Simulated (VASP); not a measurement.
Runs of VASP 6.6.1 on K7NaMgCl10. The cell holds an amorphous packing of atoms, 19 atoms: a = 8.974 Å, b = 8.844 Å, c = 8.406 Å, α = 92.63°, β = 90.37°, γ = 87.14°. 

```tsv
smearing	gap on the mesh (eV)	pressure (GPa)	largest force (eV/Å)
fermi-dirac 0.05 eV	3.99	0.3	0.72
fermi-dirac 0.0552 eV	3.22	0.7	(b)
fermi-dirac 0.0991 eV	(a)	1.9	1.82
fermi-dirac 0.1379 eV	0.94	2.1	2.81
```

Alike in all rows: task single point; level PBE; potentials or basis VASP PAW PBE potentials, release 64 (Mg, Cl, K_sv, Na_pv); no spin polarisation; cell as given; k mesh 1 × 1 × 1; cutoff (eV) 520.

Problem. Estimate the missing entries.

Solution. (a) 2.65; (b) 1.26.

Caveats: all runs use coarse meshes.

A k mesh can miss the band edges.
